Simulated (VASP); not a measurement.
Ti4Be3Al6Ni3, 16 atoms in the cell. The cell holds a disordered packing, 16 atoms: a = 5.967 Å, b = 6.321 Å, c = 6.092 Å, α = 91.58°, β = 88.30°, γ = 91.60°. 

```yaml
Program: VASP 6.6.1
Task: single point
Functional: PBE
Potentials_or_basis: VASP PAW PBE potentials, release 64 (Al, Ti_sv, Be, Ni)
Cutoff: 400 eV
k_mesh: 1 × 1 × 1, shifted
Occupations: fermi-dirac, width 0.0724 eV
Spin: no spin polarisation
Dipole_correction: no
Mended: yes
Further_INCAR_settings: LREAL = Auto; ALGO = Normal; EDIFF = 1e-06; NBANDS = 65; ISYM = -1
```

Potentials or basis: VASP PAW PBE potentials, release 64 (Al, Ti_sv, Be, Ni).

The run is started by

```console
$ cat potpaw_PBE.64/Al/POTCAR potpaw_PBE.64/Ti_sv/POTCAR potpaw_PBE.64/Be/POTCAR potpaw_PBE.64/Ni/POTCAR > POTCAR
$ mpirun -np 1 vasp_std > vasp.out
```

Hardware: 1 thread of Intel(R) Xeon(R) 6975P-C (Granite Rapids), with other jobs on the host.

**Question.** How long does it take, and how much memory?

**Answer.** Run time: 27 s on 1 thread of Intel(R) Xeon(R) 6975P-C (Granite Rapids), with other jobs on the host, peak memory 0.24 GiB. Counts: scf iterations 22, k points 1.
